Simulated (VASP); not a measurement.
Runs of VASP 6.6.1 on Pd. The structure is hexagonal, space group P6_3/mmc (No. 194). The conventional cell has a = 2.784 Å, b = 2.784 Å, c = 4.629 Å, α = 90.00°, β = 90.00°, γ = 120.00°. Pd (site symmetry -6m2) has 12 Pd at 2.78 to 2.82 Å within 3.7 Å. This isn't the form of Pd at room conditions, which is fcc.

```tsv
spin	fixed moment (μB)	pressure (GPa)	moment (μB)
collinear	0.91	-1.2	0.91
collinear, zero start	0.0	(a)	0.00
collinear	0.38	-1.6	0.38
collinear	1.02	-1.2	1.02
collinear	0.64	-1.4	0.64
```

Alike in all rows: task single point; level PBE; potentials or basis VASP PAW PBE potentials, release 64 (Pd); cell as given; k mesh 14 × 14 × 7; cutoff (eV) 520; smearing fermi-dirac 0.05 eV.

**Question.** Estimate the missing entries.

**Answer.** (a) -1.7.

Caveats: the total moment is fixed, so each spin has its own Fermi level and the state may be an excited one (at least some runs); the total moment is fixed, so each spin has its own Fermi level (at least some runs).
